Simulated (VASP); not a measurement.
# CoSn2 (I4/mcm) in VASP: further runs, part 3 of 3

VASP 6.6.1.

## Step 5: Relaxation of cell and atoms, PBEsol, target pressure 1 GPa, at which the enthalpy is minimised

This run uses another cell than the first one, of 17.56 Å³/atom.

Input file INCAR:

```
PREC     = Accurate       # precision mode
ENCUT    = 600            # plane-wave cutoff, eV
EDIFF    = 1E-6           # SCF threshold, eV
ISMEAR   = 0              # smearing method
SIGMA    = 0.1            # smearing width, eV
LREAL    = False          # projectors in reciprocal space
LASPH    = True           # aspherical terms in the spheres
NELM     = 60             # most SCF steps
ALGO     = Fast           # electronic algorithm
ISIF     = 3              # what is computed and relaxed
LWAVE    = False          # write WAVECAR
LCHARG   = False          # write CHGCAR
GGA      = PS             # functional
IBRION   = 2              # ionic algorithm
NSW      = 70             # ionic steps
EDIFFG   = -0.008         # ionic threshold
PSTRESS  = 10.0
```

Input file KPOINTS:

```
Automatic mesh
0
Gamma
  8 8 8
```

Input file POSCAR:

```
CoSn2
1.0
   -3.1295497609      3.1295497609      2.6899606821
    3.1295497609     -3.1295497609      2.6899606821
    3.1295497609      3.1295497609     -2.6899606821
Co Sn
2 4
Direct
    0.2500000000      0.2500000000      0.0000000000
    0.7500000000      0.7500000000      0.0000000000
    0.6663276329      0.1663276329      0.8326552658
    0.1663276329      0.3336723671      0.5000000000
    0.3336723671      0.8336723671      0.1673447342
    0.8336723671      0.6663276329      0.5000000000
```

Potentials or basis: VASP PAW PBE potentials, release 64 (Co, Sn_d).

On the command line:

```sh
$ cat potpaw_PBE.64/Co/POTCAR potpaw_PBE.64/Sn_d/POTCAR > POTCAR
$ mpirun -np 1 vasp_std > vasp.out
```

OUTCAR:

```text
PREC = Accurate
   ENCUT = 600
   EDIFF = 1E-6
   ISMEAR = 0
   LREAL = False
   LASPH = True
   NELM = 60
   ISIF = 3
   GGA = PS
   IBRION = 2
   NSW = 70
   EDIFFG = -0.008
   PSTRESS = 10.0

 ion  position               nearest neighbor table
   1  0.250  0.250  0.000-   2 2.69   2 2.69   6 2.69   3 2.69   4 2.69   5 2.69   4 2.69   6 2.69
                             3 2.69   5 2.69
   2  0.750  0.750  0.000-   1 2.69   1 2.69   5 2.69   3 2.69   5 2.69   6 2.69   6 2.69   3 2.69
                             4 2.69   4 2.69
   3  0.666  0.166  0.833-   1 2.69   2 2.69   1 2.69   2 2.69   5 2.94   5 3.07   5 3.07   4 3.30
                             6 3.30   6 3.30   4 3.30   6 3.40   4 3.40   4 3.40   6 3.40
   4  0.166  0.334  0.500-   2 2.69   1 2.69   1 2.69   2 2.69   6 2.94   6 3.07   6 3.07   5 3.30
                             5 3.30   3 3.30   3 3.30   3 3.40   3 3.40   5 3.40   5 3.40
   5  0.334  0.834  0.167-   1 2.69   2 2.69   1 2.69   2 2.69   3 2.94   3 3.07   3 3.07   4 3.30
                             6 3.30   6 3.30   4 3.30   4 3.40   6 3.40   4 3.40   6 3.40
   6  0.834  0.666  0.500-   1 2.69   2 2.69   2 2.69   1 2.69   4 2.94   4 3.07   4 3.07   3 3.30
                             5 3.30   5 3.30   3 3.30   3 3.40   3 3.40   5 3.40   5 3.40

  LATTYP: Found a body centered tetragonal cell.
 ALAT       =     6.2590995218
 C/A-ratio  =     0.8595359996

  Lattice vectors:

 A1 = (  -3.1295497609,   3.1295497609,   2.6899606821)
 A2 = (   3.1295497609,  -3.1295497609,   2.6899606821)
 A3 = (   3.1295497609,   3.1295497609,  -2.6899606821)

Analysis of symmetry for initial positions (statically):
=====================================================================
 Subroutine PRICEL returns:
 Original cell was already a primitive cell.

 Routine SETGRP: Setting up the symmetry group for a
 body centered tetragonal supercell.

 Subroutine GETGRP returns: Found 16 space group operations
 (whereof  8 operations were pure point group operations)
 out of a pool of 16 trial point group operations.

The static configuration has the point symmetry C_4h.
 The point group associated with its full space group is D_4h.

Analysis of symmetry for dynamics (positions and initial velocities):
=====================================================================
 Subroutine PRICEL returns:
 Original cell was already a primitive cell.

 Routine SETGRP: Setting up the symmetry group for a
 body centered tetragonal supercell.

 Subroutine GETGRP returns: Found 16 space group operations
 (whereof  8 operations were pure point group operations)
 out of a pool of 16 trial point group operations.

The dynamic configuration has the point symmetry C_4h.
 The point group associated with its full space group is D_4h.

 Subroutine INISYM returns: Found 16 space group operations
 (whereof  8 operations are pure point group operations),
 and found     1 'primitive' translations

----------------------------------------------------------------------------------------

                                     Primitive cell

  volume of cell :     105.3828

  direct lattice vectors                    reciprocal lattice vectors
    -3.129549761  3.129549761  2.689960682     0.000000000  0.159767391  0.185876323
     3.129549761 -3.129549761  2.689960682     0.159767391  0.000000000  0.185876323
     3.129549761  3.129549761 -2.689960682     0.159767391  0.159767391  0.000000000
[... 75 lines left out ...]
   number of dos      NEDOS =    301   number of ions     NIONS =      6
   total plane-waves  NPLWV =  74088
   dimension x,y,z NGX =    42 NGY =   42 NGZ =   42
   dimension x,y,z NGXF=    84 NGYF=   84 NGZF=   84
   ions per type =               2   4
   NGX,Y,Z   is equivalent  to a cutoff of  13.48, 13.48, 13.48 a.u.
   NGXF,Y,Z  is equivalent  to a cutoff of  26.96, 26.96, 26.96 a.u.
 SYSTEM =  unknown system
   PREC   = accura    normal or accurate (medium, high low for compatibility)
   ISTART =      0    job   : 0-new  1-cont  2-samecut
   ICHARG =      2    charge: 1-file 2-atom 10-const
   ISPIN  =      1    spin polarized calculation?
   LNONCOLLINEAR =      F non collinear calculations
   LSORBIT =      F    spin-orbit coupling
   LASPH  =      T    aspherical Exc in radial PAW
   ENCUT  =  600.0 eV  44.10 Ry    6.64 a.u.  10.34 10.34 10.34*2*pi/ulx,y,z
   NELM   =     60;   NELMIN=  2; NELMDL= -5     # of ELM steps
   EDIFF  = 0.1E-05   stopping-criterion for ELM
   LREAL  =      F    real-space projection
   EDIFFG = -.8E-02   stopping-criterion for IOM
   NSW    =     70    number of steps for IOM
   IBRION =      2    ionic relax: 0-MD 1-quasi-New 2-CG
   NFREE  =      1    steps in history (QN), initial steepest desc. (CG)
   ISIF   =      3    stress and relaxation
   ISYM   =      2    0-nonsym 1-usesym 2-fastsym
   POTIM  = 0.5000    time-step for ionic-motion
   TEBEG  =    0.0;   TEEND  =   0.0 temperature during run
   PSTRESS=   10.0 pullay stress
   NELECT =      74.0000    total number of electrons
   NUPDOWN=      -1.0000    fix difference up-down
   EMIN   =  10.00;   EMAX   =-10.00  energy-range for DOS
   EFERMI =   0.00;   METHOD = LEGACY
   ISMEAR =     0;   SIGMA  =   0.10  broadening in eV -4-tet -1-fermi 0-gaus
   EFERMI_NEDOS =   21; number of points for ismear=-14 and -15
   IALGO  =     68    algorithm
   IMIX   =      4    mixing-type and parameters
     AMIX     =   0.40;   BMIX     =  1.00
     AMIX_MAG =   1.60;   BMIX_MAG =  1.00
  volume/ion in A,a.u.               =      17.56       118.53
  Fermi-wavevector in a.u.,A,eV,Ry     =   1.455109  2.749757 28.808189  2.117342
  Thomas-Fermi vector in A             =   2.572182
   LORBIT       =      0    0 simple, 1 ext, 2 COOP (PROOUT), +10 PAW based schemes
   GGA     = PS    functional components
   LHFCALC =     F    Hartree Fock is set to
   AEXX    =    0.0000 exact exchange contribution
   IVDW    =     0    specifies the selected vdW correction
   LEPSILON=     F    determine dielectric tensor
   LRPA    =     F    only Hartree local field effects (RPA)
 conjugate gradient relaxation of ions
 non-spin polarized calculation
 RMM-DIIS sequential band-by-band and
 Gauss-broadening in eV      SIGMA  =   0.10
  energy-cutoff  :      600.00
  volume of cell :      105.38
 maximum number of plane-waves:      3555
 NGX is ok and might be reduce to    42
   NGX = 21   NGY = 21   NGZ = 21

--------------------------------------- Ionic step        1  -------------------------------------------

 number of electron      73.9999995 magnetization

 Free energy of the ion-electron system (eV)
  ---------------------------------------------------
  ext. energy  EPLUGINS =         0.00000000
  ---------------------------------------------------
  free energy    TOTEN  =       -33.29506011 eV

  energy without entropy =      -33.27930065  energy(sigma->0) =      -33.28718038

------------------------ aborting loop because EDIFF is reached ----------------------------------------

  FORCE on cell =-STRESS in cart. coord.  units (eV):
  Direction    XX          YY          ZZ          XY          YZ          ZX
  --------------------------------------------------------------------------------------
  -------------------------------------------------------------------------------------
  Total        0.7797006      0.7797006      0.7908848      0.0000000      0.0000000      0.0000000
  in kB       11.8541056     11.8541056     12.0241439      0.0000000      0.0000000      0.0000000
  external PRESSURE =       1.9107850 kB  Pullay stress =      10.0000000 kB
[... 71 lines left out ...]
--------------------------------------- Ionic step        3  -------------------------------------------

 number of electron      73.9999997 magnetization

 Free energy of the ion-electron system (eV)
  ---------------------------------------------------
  ext. energy  EPLUGINS =         0.00000000
  ---------------------------------------------------
  free energy    TOTEN  =       -33.29620082 eV

  energy without entropy =      -33.28039746  energy(sigma->0) =      -33.28829914

 E-fermi :  10.9965     XC(G=0): -12.1476

 val. band max:       10.9723658496   @ k =   0.2500   0.0000  -0.0000
 cond. band min:      11.0068782040   @ k =  -0.2500   0.2500   0.1250
 fundamental gap:      0.0345123544
 Fermi energy:        10.9964596627

 k-point     1 :       0.0000    0.0000    0.0000
  band No.  band energies     occupation
      1     -10.5174      2.00000
      2     -10.4884      2.00000
      3     -10.4626      2.00000
      4     -10.4607      2.00000
      5     -10.4607      2.00000
      6     -10.4604      2.00000
[... 1117 lines left out ...]
     43      15.1075      0.00000
     44      15.1082      0.00000

 [... further k-points ...]

------------------------ aborting loop because EDIFF is reached ----------------------------------------

  FORCE on cell =-STRESS in cart. coord.  units (eV):
  Direction    XX          YY          ZZ          XY          YZ          ZX
  --------------------------------------------------------------------------------------
  -------------------------------------------------------------------------------------
  Total        0.6375696      0.6375696      0.6440904      0.0000000     -0.0000000      0.0000000
  in kB        9.6779768      9.6779768      9.7769590      0.0000000     -0.0000000      0.0000000
  external PRESSURE =      -0.2890291 kB  Pullay stress =      10.0000000 kB
[... 25 lines left out ...]
  energy  without entropy=      -33.2803974584  energy(sigma->0) =      -33.28829914

  enthalpy is  TOTEN    =       -32.6374168264 eV   P V=        0.6587839909

 reached required accuracy - stopping structural energy minimisation
```

It took 7.6 min on 1 thread of AMD EPYC 9R45 (Zen 5), shared host; peak memory 0.42 GiB.

Results:

```yaml
Free_energy: -33.2962 eV
Relaxed_volume: 17.59 Å³/atom
Relaxed_cell: a = 5.182 Å, b = 5.182 Å, c = 5.182 Å, α = 105.65°, β = 105.65°, γ = 117.42°
Space_group_after_relaxing_to_0.1_Å: I4/mcm (No. 140)
Energy_change_on_relaxing_the_run_minimises_the_enthalpy: -0.2 meV/atom
Ionic_steps: 3
Pressure_after_relaxing: 1.0 GPa
Largest_force_after_relaxing: 0.004 eV/Å
Band_gap_on_the_k_mesh: zero (bands 37 and 38 overlap by 1.68 eV)
```

Forces in eV/Å, atoms in the order of the input:
```
Co   0.000  0.000  0.000
Co   0.000  0.000  0.000
Sn  -0.003 -0.003  0.000
Sn   0.003 -0.003  0.000
Sn   0.003  0.003  0.000
Sn  -0.003  0.003  0.000
```

Step by step:
```
step  energy change (eV)  largest force (eV/Å)  pressure (GPa)  volume (Å³)
   1              0.0000                0.0051            1.19       105.38
   2             -0.0020                0.0026            0.82       105.70
   3             -0.0011                0.0036            0.97       105.55
```

Final structure:
```cif
data_structure
_symmetry_space_group_name_H-M 'P 1'
_symmetry_Int_Tables_number 1
_cell_length_a 5.1819
_cell_length_b 5.1819
_cell_length_c 5.1819
_cell_angle_alpha 105.651
_cell_angle_beta 105.651
_cell_angle_gamma 117.417
_cell_volume 105.55
loop_
_atom_site_label
_atom_site_type_symbol
_atom_site_fract_x
_atom_site_fract_y
_atom_site_fract_z
_atom_site_occupancy
Co1 Co 0.25000 0.25000 0.00000 1
Co2 Co 0.75000 0.75000 0.00000 1
Sn1 Sn 0.66631 0.16631 0.83263 1
Sn2 Sn 0.16631 0.33369 0.50000 1
Sn3 Sn 0.33369 0.83369 0.16737 1
Sn4 Sn 0.83369 0.66631 0.50000 1
```

Caveat: the cell is relaxed towards a set pressure, so the run minimises the enthalpy, not the energy; the PAW data sets were made with another functional, which shifts forces and pressure a little; spin-orbit coupling is left out, which moves the levels of the heavy elements; the run has no spin polarisation, though such a crystal can be magnetic. Spin polarisation is off, so any magnetic state and its effect on volume and gap are missing.

## Step 6: Summary

```csv
cell,k mesh,gap on the mesh (eV),pressure (GPa)
"relaxed to 25 GPa from a = 4.938 Å, angles 105.6, 105.6, 117.5°, 6 atoms, atomic positions A",10 × 10 × 10,none,25.0
"relaxed to 12 GPa from a = 5.050 Å, angles 105.6, 105.6, 117.5°, 6 atoms, atomic positions B",8 × 8 × 8,none,12.0
"relaxed to 4 GPa from a = 5.141 Å, angles 105.6, 105.6, 117.4°, 6 atoms, atomic positions C",8 × 8 × 8,none,3.9
"relaxed to 1 GPa from a = 5.179 Å, angles 105.6, 105.6, 117.4°, 6 atoms, atomic positions D",8 × 8 × 8,none,1.0
```

Alike in all rows: task relaxation of cell and atoms; level PBEsol; potentials or basis VASP PAW PBE potentials, release 64 (Co, Sn_d); no spin polarisation; cutoff (eV) 600; smearing gaussian 0.1 eV.

Caveats: the cell is relaxed towards a set pressure, so the run minimises the enthalpy, not the energy; the PAW data sets were made with another functional, which shifts forces and pressure a little; spin-orbit coupling is left out, which moves the levels of the heavy elements; the run has no spin polarisation, though such a crystal can be magnetic.

Total energies depend on the potentials used, so only differences within one code and one set of settings carry meaning.

The gap in the log of VASP goes by the Fermi energy; the results here count the filled bands.